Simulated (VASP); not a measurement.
Crystal: Rb4S3.

```xyz
7
Lattice="6.2537 0.0000 0.0000 0.0000 6.2537 0.0000 0.0000 0.0000 6.2537" Properties=species:S:1:pos:R:3 pbc="T T T"
Rb    0.0000    3.1268    3.1268
Rb    3.1268    0.0000    3.1268
Rb    3.1268    3.1268    0.0000
Rb    3.1268    3.1268    3.1268
S     3.1268    0.0000    0.0000
S     0.0000    3.1268    0.0000
S     0.0000    0.0000    3.1268
```

The cell was built from a structure type or drawn by symmetry, and may not be a known phase.

| Quantity | Value |
| --- | --- |
| Program | VASP 6.6.1 |
| Task | relaxation of cell and atoms |
| Functional | PBE |
| Potentials or basis | VASP PAW PBE potentials, release 64 (Rb_sv, S) |
| Cutoff | 600 eV |
| k mesh | 4 × 4 × 4 |
| Occupations | gaussian, width 0.1 eV |
| Spin | no spin polarisation |

At the start: pressure 4.0 GPa; volume 34.94 Å³/atom.

Where does the relaxation end?

Over 4 steps the energy falls by 81.7 meV/atom and the volume is 42.89 Å³/atom (+22.8 %); space group Pm-3m (No. 221, to 0.1 Å) before and after.

The path:
| step | energy change (eV) | largest force (eV/Å) | pressure (GPa) | volume (Å³) |
| --- | --- | --- | --- | --- |
| 1 | 0.0000 | 0.0000 | 3.97 | 244.57 |
| 2 | -0.4871 | 0.0000 | 1.21 | 276.52 |
| 3 | -0.5666 | 0.0000 | 0.28 | 294.32 |
| 4 | -0.5722 | 0.0000 | 0.04 | 300.26 |

Final structure:
```cif
data_structure
_symmetry_space_group_name_H-M 'P 1'
_symmetry_Int_Tables_number 1
_cell_length_a 6.6962
_cell_length_b 6.6962
_cell_length_c 6.6962
_cell_angle_alpha 90.000
_cell_angle_beta 90.000
_cell_angle_gamma 90.000
_cell_volume 300.26
loop_
_atom_site_label
_atom_site_type_symbol
_atom_site_fract_x
_atom_site_fract_y
_atom_site_fract_z
_atom_site_occupancy
Rb1 Rb 0.00000 0.50000 0.50000 1
Rb2 Rb 0.50000 0.00000 0.50000 1
Rb3 Rb 0.50000 0.50000 0.00000 1
Rb4 Rb 0.50000 0.50000 0.50000 1
S1 S 0.50000 0.00000 0.00000 1
S2 S 0.00000 0.50000 0.00000 1
S3 S 0.00000 0.00000 0.50000 1
```

Caveat: the volume moved by over 15 % at a fixed basis, so the end points are rough.
